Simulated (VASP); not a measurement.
Input of a VASP 6.6.1 run:

INCAR

```
SYSTEM = Be
PREC     = Accurate       ! precision mode
ENCUT    = 520            ! plane-wave cutoff, eV
EDIFF    = 1E-6           ! SCF threshold, eV
ISMEAR   = -1             ! smearing method
SIGMA    = 0.08           ! smearing width, eV
LREAL    = .False.        ! projectors in reciprocal space
LASPH    = .True.         ! aspherical terms in the spheres
NELM     = 80             ! most SCF steps
ALGO     = Normal         ! electronic algorithm
ISIF     = 2              ! what is computed and relaxed
LWAVE    = .False.        ! write WAVECAR
LCHARG   = .True.         ! write CHGCAR
LELF     = .True.         ! ELF
LVHAR    = .True.       
NBANDS   = 9              ! bands
```

The input KPOINTS:

```
Automatic mesh
0
Gamma
  15 15 15
  0 0 0
```

POSCAR

```
Be
1.0
    0.0000000000      1.7773385516      1.7773385516
    1.7773385516      0.0000000000      1.7773385516
    1.7773385516      1.7773385516      0.0000000000
Be
2
Direct
   -0.1250000000     -0.1250000000     -0.1250000000
    0.1250000000      0.1250000000      0.1250000000
```

Potentials or basis: VASP PAW LDA potentials, release 64 (Be).

Run with:

```sh
$ cat potpaw_LDA.64/Be/POTCAR > POTCAR
$ mpirun -np 1 vasp_std > vasp.out
```

Problem. Estimate the band gap on the k mesh.

Solution. Zero (band 2 reaches 18.15 eV, above the bottom of band 3 at 8.01 eV).

Problem. What does it give for the pressure?

Solution. 197.0 GPa.
